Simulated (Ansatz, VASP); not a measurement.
**Two plane-wave programs on P**

```xyz
8
Lattice="4.9476 -4.3976 0.0041 4.9476 4.3976 0.0041 -0.0196 0.0000 5.6960" Properties=species:S:1:pos:R:3 pbc="T T T"
P     8.3521    0.0000    1.4296
P     1.5235    0.0000    4.2745
P     7.0610    0.0000    3.2670
P     2.8146    0.0000    2.4371
P     6.4047    1.1227    1.4336
P     3.4708    1.1227    4.2706
P     3.4708   -1.1227    4.2706
P     6.4047   -1.1227    1.4336
```

Change from the starting cell: strain +0.025 along x and y, +0.025 along z, atoms carried along.

Alike in both runs: task single point; functional r2SCAN; k mesh 4 × 4 × 4; occupations gaussian, width 0.05 eV; no spin polarisation.

```csv
,VASP,Ansatz
version,VASP 6.6.1,Ansatz 0.2.0
potentials or method,"VASP PAW PBE potentials, release 64 (P), cutoff 520 eV","scalar-relativistic, plane waves, PAW"
valence electrons in the cell,40,40
```

VASP gave:

* gap on the k mesh at the Fermi level (eV): 3.25
* least direct gap on the mesh (eV): 3.56
* pressure (GPa): -3.8
* rms of the force components (eV/Å): 0.851

Estimate Ansatz's values.

gap on the k mesh at the Fermi level (eV): 3.25; least direct gap on the mesh (eV): 3.56; pressure (GPa): -3.3; rms of the force components (eV/Å): 0.748.

VASP's potentials were made for PBE, not for r2SCAN. Atom by atom the forces differ by 0.104 eV/Å (rms over components).
